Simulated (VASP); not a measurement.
# CaO (Fm-3m) in VASP: notebook

Runs on CaO. Level: LDA. Tasks: single point.

Program: VASP 6.6.1. These are calculated values, not measurements. Logs are shortened: lines on timing, memory, paths and dates and some standing lists are left out, and cuts for length are marked.

## (1) The cell of the first run

The structure is cubic, space group Fm-3m (No. 225). Conventional cell: a = 4.731 Å, b = 4.731 Å, c = 4.731 Å, α = 90.00°, β = 90.00°, γ = 90.00°. Within 3.1 Å of Ca (site symmetry m-3m) lie 6 O at 2.37 Å. O (site symmetry m-3m) has 6 Ca at 2.37 Å within 3.1 Å.

## (2) Single point, LDA

The input, INCAR:

```
PREC = Accurate
ENCUT = 520
EDIFF = 1E-6
ISMEAR = 0
SIGMA = 0.01
LREAL = F
LASPH = T
NELM = 60
ALGO = Normal
ISIF = 2
LWAVE = F
LCHARG = T
GGA = CA
LELF = T
LVHAR = T
NBANDS = 15
```

The input, KPOINTS:

```
Automatic mesh
0
Gamma
  8 8 8
```

The input, POSCAR:

```
CaO
1.0
    0.0000000000      2.3657195599      2.3657195599
    2.3657195599      0.0000000000      2.3657195599
    2.3657195599      2.3657195599      0.0000000000
Ca O
1 1
Direct
    0.0000000000      0.0000000000      0.0000000000
    0.5000000000      0.5000000000      0.5000000000
```

Potentials or basis: VASP PAW LDA potentials, release 64 (Ca_sv, O).

Launch:

```bash
cat potpaw_LDA.64/Ca_sv/POTCAR potpaw_LDA.64/O/POTCAR > POTCAR
mpirun -np 1 vasp_std > vasp.out
```

OUTCAR:

```text
PREC = Accurate
   ENCUT = 520
   EDIFF = 1E-6
   ISMEAR = 0
   LREAL = F
   LASPH = T
   NELM = 60
   ISIF = 2
   GGA = CA

 ion  position               nearest neighbor table
   1  0.000  0.000  0.000-   2 2.37   2 2.37   2 2.37   2 2.37   2 2.37   2 2.37
   2  0.500  0.500  0.500-   1 2.37   1 2.37   1 2.37   1 2.37   1 2.37   1 2.37

  LATTYP: Found a face centered cubic cell.
 ALAT       =     4.7314391198

  Lattice vectors:

 A1 = (   0.0000000000,   2.3657195599,   2.3657195599)
 A2 = (   2.3657195599,   0.0000000000,   2.3657195599)
 A3 = (   2.3657195599,   2.3657195599,   0.0000000000)

Analysis of symmetry for initial positions (statically):
=====================================================================
 Subroutine PRICEL returns:
 Original cell was already a primitive cell.

 Routine SETGRP: Setting up the symmetry group for a
 face centered cubic supercell.

 Subroutine GETGRP returns: Found 48 space group operations
 (whereof 48 operations were pure point group operations)
 out of a pool of 48 trial point group operations.

The static configuration has the point symmetry O_h .

Analysis of symmetry for dynamics (positions and initial velocities):
=====================================================================
 Subroutine PRICEL returns:
 Original cell was already a primitive cell.

 Routine SETGRP: Setting up the symmetry group for a
 face centered cubic supercell.

 Subroutine GETGRP returns: Found 48 space group operations
 (whereof 48 operations were pure point group operations)
 out of a pool of 48 trial point group operations.

The dynamic configuration has the point symmetry O_h .

 Subroutine INISYM returns: Found 48 space group operations
 (whereof 48 operations are pure point group operations),
 and found     1 'primitive' translations

----------------------------------------------------------------------------------------

                                     Primitive cell

  volume of cell :      26.4801

  direct lattice vectors                    reciprocal lattice vectors
     0.000000000  2.365719560  2.365719560    -0.211352186  0.211352186  0.211352186
     2.365719560  0.000000000  2.365719560     0.211352186 -0.211352186  0.211352186
     2.365719560  2.365719560  0.000000000     0.211352186  0.211352186 -0.211352186

  length of vectors
     3.345632686  3.345632686  3.345632686     0.366072724  0.366072724  0.366072724

  position of ions in fractional coordinates (direct lattice)
     0.000000000  0.000000000  0.000000000
     0.500000000  0.500000000  0.500000000

  ion indices of the primitive-cell ions
   primitive index   ion index
                 1           1
                 2           2

----------------------------------------------------------------------------------------

 KPOINTS: Automatic mesh

Automatic generation of k-mesh.
 Grid dimensions read from file:
 generate k-points for:    8    8    8

 Generating k-lattice:

  Cartesian coordinates                     Fractional coordinates (reciprocal lattice)
    -0.026419023  0.026419023  0.026419023     0.125000000  0.000000000  0.000000000
     0.026419023 -0.026419023  0.026419023     0.000000000  0.125000000  0.000000000
     0.026419023  0.026419023 -0.026419023     0.000000000  0.000000000  0.125000000

  Length of vectors
     0.045759091  0.045759091  0.045759091

  Shift w.r.t. Gamma in fractional coordinates (k-lattice)
     0.000000000  0.000000000  0.000000000

 Subroutine IBZKPT returns following result:
 ===========================================

 Found     29 irreducible k-points:

 Following reciprocal coordinates:
            Coordinates               Weight
  0.000000  0.000000  0.000000      1.000000
  0.125000  0.000000  0.000000      8.000000
  0.250000  0.000000  0.000000      8.000000
  0.375000  0.000000  0.000000      8.000000
  0.500000  0.000000  0.000000      4.000000
  0.125000  0.125000  0.000000      6.000000
[... 16 lines left out ...]
  0.500000  0.250000  0.125000     48.000000
 -0.375000  0.250000  0.125000     24.000000
 [... further k-points ...]
   k-points           NKPTS =     29   k-points in BZ     NKDIM =     29   number of bands    NBANDS=     15
   number of dos      NEDOS =    301   number of ions     NIONS =      2
   total plane-waves  NPLWV =  21952
   dimension x,y,z NGX =    28 NGY =   28 NGZ =   28
   dimension x,y,z NGXF=    56 NGYF=   56 NGZF=   56
   ions per type =               1   1
   NGX,Y,Z   is equivalent  to a cutoff of  13.91, 13.91, 13.91 a.u.
   NGXF,Y,Z  is equivalent  to a cutoff of  27.83, 27.83, 27.83 a.u.
 SYSTEM =  unknown system
   PREC   = accura    normal or accurate (medium, high low for compatibility)
   ISTART =      0    job   : 0-new  1-cont  2-samecut
   ICHARG =      2    charge: 1-file 2-atom 10-const
   ISPIN  =      1    spin polarized calculation?
   LNONCOLLINEAR =      F non collinear calculations
   LSORBIT =      F    spin-orbit coupling
   LASPH  =      T    aspherical Exc in radial PAW
   ENCUT  =  520.0 eV  38.22 Ry    6.18 a.u.   6.22  6.22  6.22*2*pi/ulx,y,z
   NELM   =     60;   NELMIN=  2; NELMDL= -5     # of ELM steps
   EDIFF  = 0.1E-05   stopping-criterion for ELM
   LREAL  =      F    real-space projection
   EDIFFG = 0.1E-04   stopping-criterion for IOM
   NSW    =      0    number of steps for IOM
   IBRION =     -1    ionic relax: 0-MD 1-quasi-New 2-CG
   NFREE  =      0    steps in history (QN), initial steepest desc. (CG)
   ISIF   =      2    stress and relaxation
   ISYM   =      2    0-nonsym 1-usesym 2-fastsym
   POTIM  = 0.5000    time-step for ionic-motion
   TEBEG  =    0.0;   TEEND  =   0.0 temperature during run
   PSTRESS=    0.0 pullay stress
   NELECT =      16.0000    total number of electrons
   NUPDOWN=      -1.0000    fix difference up-down
   EMIN   =  10.00;   EMAX   =-10.00  energy-range for DOS
   EFERMI =   0.00;   METHOD = LEGACY
   ISMEAR =     0;   SIGMA  =   0.01  broadening in eV -4-tet -1-fermi 0-gaus
   EFERMI_NEDOS =   21; number of points for ismear=-14 and -15
   IALGO  =     38    algorithm
   IMIX   =      4    mixing-type and parameters
     AMIX     =   0.40;   BMIX     =  1.00
     AMIX_MAG =   1.60;   BMIX_MAG =  1.00
  volume/ion in A,a.u.               =      13.24        89.35
  Fermi-wavevector in a.u.,A,eV,Ry     =   1.384017  2.615414 26.062018  1.915504
  Thomas-Fermi vector in A             =   2.508561
   LORBIT       =      0    0 simple, 1 ext, 2 COOP (PROOUT), +10 PAW based schemes
   GGA     = CA    functional components
   LHFCALC =     F    Hartree Fock is set to
   AEXX    =    0.0000 exact exchange contribution
   IVDW    =     0    specifies the selected vdW correction
   LEPSILON=     F    determine dielectric tensor
   LRPA    =     F    only Hartree local field effects (RPA)
 non-spin polarized calculation
 Gauss-broadening in eV      SIGMA  =   0.01
  energy-cutoff  :      520.00
  volume of cell :       26.48
 maximum number of plane-waves:       725
 NGX is ok and might be reduce to    28
   NGX = 13   NGY = 13   NGZ = 13

 number of electron      15.9999998 magnetization

 Free energy of the ion-electron system (eV)
  ---------------------------------------------------
  ext. energy  EPLUGINS =         0.00000000
  ---------------------------------------------------
  free energy    TOTEN  =       -14.22079049 eV

  energy without entropy =      -14.22079049  energy(sigma->0) =      -14.22079049

 E-fermi :   2.4124     XC(G=0): -11.2629

 val. band max:        2.2938726283   @ k =   0.0000   0.0000   0.0000
 cond. band min:       5.7244989633   @ k =   0.5000   0.5000   0.0000
 fundamental gap:      3.4306263350
 Fermi energy:         2.4123883632

 k-point     1 :       0.0000    0.0000    0.0000
  band No.  band energies     occupation
      1     -34.5847      2.00000
      2     -15.5918      2.00000
      3     -15.5918      2.00000
      4     -15.5918      2.00000
      5     -13.0073      2.00000
      6       2.2939      2.00000
      7       2.2939      2.00000
      8       2.2939      2.00000
      9       7.2479      0.00000
     10       8.5097      0.00000
     11       8.5097      0.00000
     12       8.5097      0.00000
     13      10.1571      0.00000
     14      10.1571      0.00000
     15      17.3845      0.00000

 k-point     2 :       0.1250    0.0000    0.0000
  band No.  band energies     occupation
      1     -34.5648      2.00000
      2     -15.8740      2.00000
      3     -15.6013      2.00000
      4     -15.6013      2.00000
      5     -12.7164      2.00000
      6       1.7271      2.00000
      7       2.0579      2.00000
      8       2.0579      2.00000
      9       7.9406      0.00000
     10       8.4734      0.00000
     11       8.7972      0.00000
     12       8.7972      0.00000
     13      10.5635      0.00000
     14      10.5635      0.00000
     15      18.0587      0.00000

 k-point     3 :       0.2500    0.0000    0.0000
  band No.  band energies     occupation
      1     -34.5163      2.00000
      2     -16.4060      2.00000
      3     -15.6240      2.00000
      4     -15.6240      2.00000
      5     -12.1615      2.00000
      6       0.6587      2.00000
      7       1.5575      2.00000
      8       1.5575      2.00000
      9       8.5587      0.00000
     10       9.4206      0.00000
     11       9.5541      0.00000
     12       9.5541      0.00000
     13      11.5355      0.00000
     14      11.5355      0.00000
     15      18.6027      0.00000

 k-point     4 :       0.3750    0.0000    0.0000
  band No.  band energies     occupation
      1     -34.4672      2.00000
      2     -16.8307      2.00000
      3     -15.6465      2.00000
      4     -15.6465      2.00000
      5     -11.7091      2.00000
      6      -0.2069      2.00000
      7       1.1268      2.00000
      8       1.1268      2.00000
      9       9.0720      0.00000
     10      10.4391      0.00000
     11      10.4391      0.00000
     12      10.6163      0.00000
     13      12.5919      0.00000
     14      12.5919      0.00000
     15      17.5767      0.00000
[... 307 lines left out ...]
 k-point    22 :       0.3750    0.2500    0.1250
  band No.  band energies     occupation
      1     -34.4810      2.00000
      2     -16.4516      2.00000
      3     -15.7902      2.00000
      4     -15.6688      2.00000
      5     -12.1170      2.00000
      6       0.3540      2.00000
      7       1.4395      2.00000
      8       1.7519      2.00000
      9       7.5979      0.00000
     10       9.6361      0.00000
     11      10.3113      0.00000
     12      10.6847      0.00000
     13      11.5206      0.00000
     14      12.8096      0.00000
     15      19.1372      0.00000

 k-point    23 :       0.5000    0.2500    0.1250
  band No.  band energies     occupation
      1     -34.4420      2.00000
      2     -16.6373      2.00000
      3     -15.8710      2.00000
      4     -15.7151      2.00000
      5     -11.9524      2.00000
      6       0.1704      2.00000
      7       1.1286      2.00000
      8       1.4031      2.00000
      9       8.1533      0.00000
     10       9.9594      0.00000
     11      10.9658      0.00000
     12      11.1376      0.00000
     13      12.5706      0.00000
     14      13.7655      0.00000
     15      17.4907      0.00000

 k-point    24 :      -0.3750    0.2500    0.1250
  band No.  band energies     occupation
      1     -34.4258      2.00000
      2     -16.7120      2.00000
      3     -15.8897      2.00000
      4     -15.7470      2.00000
      5     -11.8902      2.00000
      6       0.1157      2.00000
      7       1.0979      2.00000
      8       1.1470      2.00000
      9       9.1171      0.00000
     10       9.1865      0.00000
     11      11.2897      0.00000
     12      11.5664      0.00000
     13      12.8870      0.00000
     14      14.5772      0.00000
     15      16.5759      0.00000

 [... further k-points ...]

------------------------ aborting loop because EDIFF is reached ----------------------------------------

  FORCE on cell =-STRESS in cart. coord.  units (eV):
  Direction    XX          YY          ZZ          XY          YZ          ZX
  --------------------------------------------------------------------------------------
  -------------------------------------------------------------------------------------
  Total       -0.1523018     -0.1523018     -0.1523018      0.0000000      0.0000000     -0.0000000
  in kB       -9.2150115     -9.2150115     -9.2150115      0.0000000      0.0000000     -0.0000000
  external PRESSURE =      -9.2150115 kB  Pullay stress =       0.0000000 kB

 VOLUME and BASIS-vectors are now :
 -----------------------------------------------------------------------------
  energy-cutoff  :      520.00
  volume of cell :       26.48
      direct lattice vectors                 reciprocal lattice vectors
     0.000000000  2.365719560  2.365719560    -0.211352186  0.211352186  0.211352186
     2.365719560  0.000000000  2.365719560     0.211352186 -0.211352186  0.211352186
     2.365719560  2.365719560  0.000000000     0.211352186  0.211352186 -0.211352186

 POSITION                                       TOTAL-FORCE (eV/Angst)
 -----------------------------------------------------------------------------------
      0.00000      0.00000      0.00000        -0.000000      0.000000     -0.000000
      2.36572      2.36572      2.36572         0.000000     -0.000000      0.000000
 -----------------------------------------------------------------------------------
    total drift:                                0.000000      0.000000      0.000000

  FREE ENERGIE OF THE ION-ELECTRON SYSTEM (eV)
  ---------------------------------------------------
  free  energy   TOTEN  =       -14.2207904912 eV

  energy  without entropy=      -14.2207904912  energy(sigma->0) =      -14.22079049
```

It took 5.9 s on 1 thread of Intel Xeon 6975P-C (Granite Rapids), shared host; peak memory 0.14 GiB.

Results:

- Free energy: -14.2208 eV
- Pressure: -0.9 GPa
- Band gap on the k mesh: 3.43 eV, indirect (least direct gap 3.79 eV)

A k mesh can miss the band edges. As with any semilocal functional, this LDA gap is likely too small.

## (3) Single point, LDA

This run uses another cell than the first one, of 13.04 Å³/atom, 0.985 times its volume.

The input, INCAR:

```
SYSTEM = CaO
  PREC = Accurate
  ENCUT = 520
  EDIFF = 1E-7
  ISMEAR = 0
  SIGMA = 0.01
  LREAL = .FALSE.
  LASPH = .TRUE.
  NELM = 100
  ALGO = Normal
  ISIF = 2
  LWAVE = .FALSE.
  LCHARG = .FALSE.
  GGA = CA
  NBANDS = 15
```

The input, KPOINTS:

```
regular mesh
0
G
  8 8 8
  0 0 0
```

The input, POSCAR:

```
CaO
1.0
    0.0000000000      2.3539498109      2.3539498109
    2.3539498109      0.0000000000      2.3539498109
    2.3539498109      2.3539498109      0.0000000000
Ca O
1 1
Direct
    0.0000000000      0.0000000000      0.0000000000
    0.5000000000      0.5000000000      0.5000000000
```

Potentials or basis: VASP PAW LDA potentials, release 64 (Ca_sv, O).

Launch:

```bash
cat potpaw_LDA.64/Ca_sv/POTCAR potpaw_LDA.64/O/POTCAR > POTCAR
mpirun -np 1 vasp_std > vasp.out
```

Run time: 5.9 s. Hardware: 1 thread of Intel Xeon 6975P-C (Granite Rapids), shared host; peak memory 0.14 GiB.

It converged, with:

| Item | Value |
| --- | --- |
| Free energy | -14.2204 eV |
| Pressure | 1.0 GPa |
| Band gap on the k mesh | 3.42 eV, indirect (least direct gap 3.78 eV) |

Levels at points of the mesh, in eV from the valence-band top:
| k point | band 5 | band 6 | band 7 | band 8 | band 9 | band 10 | band 11 | band 12 |
| --- | --- | --- | --- | --- | --- | --- | --- | --- |
| (0.00, 0.00, 0.00) | -15.33 | 0.00 | 0.00 | 0.00 | 5.08 | 6.25 | 6.25 | 6.25 |
| (0.50, 0.00, 0.00) | -13.79 | -2.86 | -1.36 | -1.36 | 7.24 | 8.64 | 8.64 | 8.79 |
| (0.50, 0.50, 0.00) | -15.09 | -1.27 | -0.36 | -0.36 | 3.42 | 8.49 | 9.23 | 9.96 |
